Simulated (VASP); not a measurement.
Write the native input for VASP 6.6.1 that does the following.

```yaml
Task: single point
Functional: PBE
Potentials_or_basis: VASP PAW PBE potentials, release 64 (Sr_sv, Ge_d, Pt)
Cutoff: 520 eV
k_mesh: 6 × 6 × 6
Occupations: gaussian, width 0.1 eV
Spin: no spin polarisation
Dipole_correction: no
Further_INCAR_settings: LREAL = Auto; ALGO = Normal; EDIFF = 1e-06; NBANDS = 123
```

The structure of SrGe12Pt4 lies in POSCAR:

```
SrGe12Pt4
1.0
   -4.3839850855      4.3839850855      4.3839850855
    4.3839850855     -4.3839850855      4.3839850855
    4.3839850855      4.3839850855     -4.3839850855
Sr Ge Pt
1 12 4
Direct
    0.0000000000      0.0000000000      0.0000000000
    0.8487894523      0.4936176435      0.6448281912
    0.6448281912      0.1512105477      0.7960387389
    0.5063823565      0.3551718088      0.1512105477
    0.1512105477      0.7960387389      0.6448281912
    0.3551718088      0.1512105477      0.5063823565
    0.7960387389      0.6448281912      0.1512105477
    0.1512105477      0.5063823565      0.3551718088
    0.2039612611      0.3551718088      0.8487894523
    0.8487894523      0.2039612611      0.3551718088
    0.3551718088      0.8487894523      0.2039612611
    0.6448281912      0.8487894523      0.4936176435
    0.4936176435      0.6448281912      0.8487894523
    0.5000000000      0.5000000000      0.5000000000
    0.0000000000      0.5000000000      0.0000000000
    0.5000000000      0.0000000000      0.0000000000
    0.0000000000      0.0000000000      0.5000000000
```

These files were run (other wordings do the same):

INCAR

```
  PREC = Accurate
  ENCUT = 520
  EDIFF = 1E-6
  ISMEAR = 0
  SIGMA = 0.1
  LREAL = Auto
  LASPH = True
  NELM = 100
  ALGO = Normal
  ISIF = 2
  LWAVE = False
  LCHARG = False
  GGA = PE
  NBANDS = 123
```

KPOINTS

```
Automatic mesh
0
Gamma
  6 6 6
```

Potentials or basis: VASP PAW PBE potentials, release 64 (Sr_sv, Ge_d, Pt).

The run is started by

```sh
$ cat potpaw_PBE.64/Sr_sv/POTCAR potpaw_PBE.64/Ge_d/POTCAR potpaw_PBE.64/Pt/POTCAR > POTCAR
$ mpirun -np 1 vasp_std > vasp.out
```

It gave:

```
Pressure               : -0.1 GPa
Largest force          : 0.005 eV/Å
Band gap on the k mesh : zero (bands 109 and 110 overlap by 0.58 eV)
```

Caveat: spin-orbit coupling is left out, which moves the levels of the heavy elements.

It took 12 min on 1 thread of Intel(R) Xeon(R) 6975P-C (Granite Rapids), with other jobs on the host, peak memory 0.73 GiB.
